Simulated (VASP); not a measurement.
Here is a VASP 6.6.1 calculation.

Contents of INCAR:

```
PREC = Accurate
ENCUT = 520
EDIFF = 1E-7
ISMEAR = -1
SIGMA = 0.05
LREAL = False
LASPH = True
NELM = 100
ALGO = Normal
ISIF = 2
LWAVE = False
LCHARG = False
GGA = PE
NBANDS = 32
```

Contents of KPOINTS:

```
Automatic mesh
0
Gamma
  6 6 6
```

File POSCAR:

```
Pt3PbC
1.0
    4.3188606241      0.0000000000      0.0000000000
    0.0000000000      4.3188606241      0.0000000000
    0.0000000000      0.0000000000      4.3188606241
Pb Pt C
1 3 1
Direct
    0.0000000000      0.0000000000      0.0000000000
    0.5000000000      0.0000000000      0.5000000000
    0.5000000000      0.5000000000      0.0000000000
    0.0000000000      0.5000000000      0.5000000000
    0.5000000000      0.5000000000      0.5000000000
```

Potentials or basis: VASP PAW PBE potentials, release 64 (Pb_d, Pt, C).

The run is started by

```console
$ cat potpaw_PBE.64/Pb_d/POTCAR potpaw_PBE.64/Pt/POTCAR potpaw_PBE.64/C/POTCAR > POTCAR
$ mpirun -np 1 vasp_std > vasp.out
```

Task: Predict the pressure.

Result: 2.7 GPa.

Task: What does it give for the band gap on the k mesh?

Result: Zero (bands 24 and 25 overlap by 0.73 eV).

Caveat: spin-orbit coupling is left out, which moves the levels of the heavy elements.
